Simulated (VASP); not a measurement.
A run of VASP 6.6.1 is set up as follows.

INCAR

```
SYSTEM = MoH8
PREC = Accurate
ENCUT = 910
EDIFF = 1E-7
ISMEAR = 0
SIGMA = 0.1
LREAL = .FALSE.
LASPH = .TRUE.
NELM = 120
ALGO = Normal
ISIF = 3
LWAVE = .FALSE.
LCHARG = .FALSE.
GGA = PE
IBRION = 2
NSW = 90
EDIFFG = -0.04
GGA_COMPAT = .FALSE.
NELMIN = 4
```

KPOINTS

```
Automatic mesh
0
G
  6 6 4
  0 0 0
```

The input POSCAR:

```
MoH8
1.0
    3.4217334100      0.0000000000      0.0000000000
   -1.7108667000      2.9633080500      0.0000000000
    0.0000000000      0.0000000000      6.7163701200
H Mo
8 1
Direct
    0.0000000000      0.0000000000      0.2927534800
    0.0000000000      0.0000000000      0.7072465200
    0.5000000000      0.0000000000      0.7904067500
    0.0000000000      0.5000000000      0.7904067500
    0.5000000000      0.5000000000      0.7904067500
    0.5000000000      0.0000000000      0.2095932500
    0.0000000000      0.5000000000      0.2095932500
    0.5000000000      0.5000000000      0.2095932500
    0.0000000000      0.0000000000      0.5000000000
```

Potentials or basis: VASP PAW PBE potentials, release 64 (H_h, Mo_sv).

Run with:

```console
$ cat potpaw_PBE.64/H_h/POTCAR potpaw_PBE.64/Mo_sv/POTCAR > POTCAR
$ mpirun -np 1 vasp_std > vasp.out
```

(1) What does it give for the relaxed cell?

(2) Estimate the relaxed volume.

(3) What does it give for the band gap on the k mesh?

## Answers

(1) a = 3.413 Å, b = 3.413 Å, c = 5.399 Å, α = 90.00°, β = 90.00°, γ = 120.00°.

(2) 6.05 Å³/atom.

(3) zero (bands 11 and 12 overlap by 0.14 eV).

Caveat: the volume moved by over 15 % at a fixed basis, so the end points are rough.
